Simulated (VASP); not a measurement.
MnO, 2 atoms in the cell. The structure is cubic, space group Fm-3m (No. 225). Conventional cell: a = 4.444 Å, b = 4.444 Å, c = 4.444 Å, α = 90.00°, β = 90.00°, γ = 90.00°. Within 2.9 Å of Mn (site symmetry m-3m) lie 6 O at 2.22 Å. Within 2.9 Å of O (site symmetry m-3m) lie 6 Mn at 2.22 Å. 

| Item | Value |
| --- | --- |
| Program | VASP 6.6.1 |
| Task | single point |
| Functional | PBEsol |
| Potentials or basis | VASP PAW PBE potentials, release 64 (Mn_pv, O) |
| Cutoff | 520 eV |
| k mesh | 12 × 12 × 12 |
| Occupations | gaussian, width 0.05 eV |
| Spin | no spin polarisation |
| Hubbard terms | Mn d U = 1.9 eV |
| Dipole correction | no |
| Further INCAR settings | ALGO = Normal; EDIFF = 1e-07; NBANDS = 16 |

Potentials or basis: VASP PAW PBE potentials, release 64 (Mn_pv, O).

The run is started by

```console
$ cat potpaw_PBE.64/Mn_pv/POTCAR potpaw_PBE.64/O/POTCAR > POTCAR
$ mpirun -np 1 vasp_std > vasp.out
```

Hardware: 1 thread of Intel(R) Xeon(R) Platinum 8488C (Sapphire Rapids) (shared host).

Problem. Estimate the wall time of this run.

Solution. Run time: 18 s on 1 thread of Intel(R) Xeon(R) Platinum 8488C (Sapphire Rapids), with other jobs on the host, peak memory 0.15 GiB. Counts: scf iterations 18, k points 72.
